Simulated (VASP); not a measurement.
The system is Co.

```
CELL_PARAMETERS angstrom
2.53635 -1.51259 0.00000
2.53635 1.51259 0.00000
-1.41668 0.00000 6.56686
ATOMIC_POSITIONS crystal
Co 0.05040 0.05040 0.09960
Co 0.94960 0.94960 0.90040
Co 0.50500 0.50500 0.60000
Co 0.49500 0.49500 0.40000
```

* Program: VASP 6.6.1
* Task: relaxation of cell and atoms
* Functional: PBE
* Potentials or basis: VASP PAW PBE potentials, release 64 (Co)
* Cutoff: 600 eV
* k mesh: 6 × 6 × 4
* Occupations: gaussian, width 0.1 eV
* Spin: no spin polarisation

At the start: pressure 43.5 GPa; volume 12.60 Å³/atom.

Question: Where does the relaxation end?

Answer: Over 48 steps the energy falls by 4822.2 meV/atom and the volume is 10.29 Å³/atom (-18.3 %); space group Fm-3m (No. 225, to 0.05 Å).

The path:
| step | energy change (eV) | largest force (eV/Å) | pressure (GPa) | volume (Å³) |
| --- | --- | --- | --- | --- |
| 1 | 0.0000 | 22.6285 | 43.54 | 50.39 |
| 3 | -5.5326 | 12.0601 | 58.70 | 74.94 |
| 5 | -13.1812 | 0.3389 | -29.65 | 79.02 |
| 7 | -13.2664 | 1.6637 | -19.87 | 78.24 |
| 9 | -15.0960 | 4.8577 | 17.69 | 56.84 |
| 11 | -16.8797 | 1.0175 | 8.88 | 48.42 |
| 13 | -16.9539 | 0.6096 | 12.00 | 45.73 |
| 15 | -18.1165 | 0.2569 | -19.56 | 48.00 |
| 17 | -18.7077 | 0.6158 | -8.02 | 43.73 |
| 19 | -18.7893 | 0.4063 | -2.13 | 42.48 |
| 21 | -18.8053 | 0.4733 | 1.85 | 41.78 |
| 23 | -18.8383 | 0.2799 | -1.31 | 42.26 |
| 25 | -18.8628 | 0.3743 | 2.50 | 41.57 |
| 27 | -18.8960 | 0.4585 | 0.95 | 41.78 |
| 29 | -18.9662 | 0.8067 | -5.00 | 42.68 |
| 31 | -18.9816 | 0.7779 | -3.82 | 42.45 |
| 33 | -19.0555 | 0.9298 | -2.07 | 41.97 |
| 35 | -19.1946 | 0.6691 | 1.32 | 41.11 |
| 37 | -19.2201 | 0.4737 | 4.01 | 40.62 |
| 39 | -19.2548 | 0.3417 | -2.51 | 41.61 |
| 41 | -19.2729 | 0.2398 | 0.88 | 41.03 |
| 43 | -19.2863 | 0.0940 | -0.70 | 41.26 |
| 45 | -19.2878 | 0.0624 | 0.57 | 41.04 |
| 47 | -19.2886 | 0.0527 | -0.15 | 41.17 |
| 48 | -19.2889 | 0.0388 | -0.03 | 41.15 |

Final structure:
```
CELL_PARAMETERS angstrom
2.11815 -1.22375 -0.05893
2.11815 1.22375 -0.05893
-1.19264 0.00000 7.97004
ATOMIC_POSITIONS crystal
Co 0.12452 0.12452 0.37510
Co 0.87548 0.87548 0.62490
Co 0.62697 0.62697 0.87482
Co 0.37303 0.37303 0.12518
```

Caveat: the k points lie up to 0.50 Å⁻¹ apart in the final cell; the volume moved by over 15 % at a fixed basis, so the end points are rough; the run has no spin polarisation, though such a crystal can be magnetic.
